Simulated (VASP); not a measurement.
A run of VASP 6.6.1 is set up as follows.

Contents of INCAR:

```
PREC = Accurate
ENCUT = 500
EDIFF = 1E-6
ISMEAR = 0
SIGMA = 0.1
LREAL = False
LASPH = True
NELM = 120
ALGO = Normal
ISIF = 2
LWAVE = False
LCHARG = False
GGA = PE
NBANDS = 8
GGA_COMPAT = False
```

KPOINTS

```
Automatic mesh
0
Gamma
  15 15 15
```

File POSCAR:

```
Si
1.0
    0.0000000000      1.6587916086      1.6587916086
    1.6587916086      0.0000000000      1.6587916086
    1.6587916086      1.6587916086      0.0000000000
Si
1
Direct
    0.0000000000      0.0000000000      0.0000000000
```

Potentials or basis: VASP PAW PBE potentials, release 64 (Si).

The run is started by

```sh
$ cat potpaw_PBE.64/Si/POTCAR > POTCAR
$ mpirun -np 1 vasp_std > vasp.out
```

(1) What does it give for the pressure?

(2) Estimate the band gap on the k mesh.

Results:

(1) 102.9 GPa.

(2) zero (band 2 reaches 31.37 eV, above the bottom of band 3 at 14.36 eV).
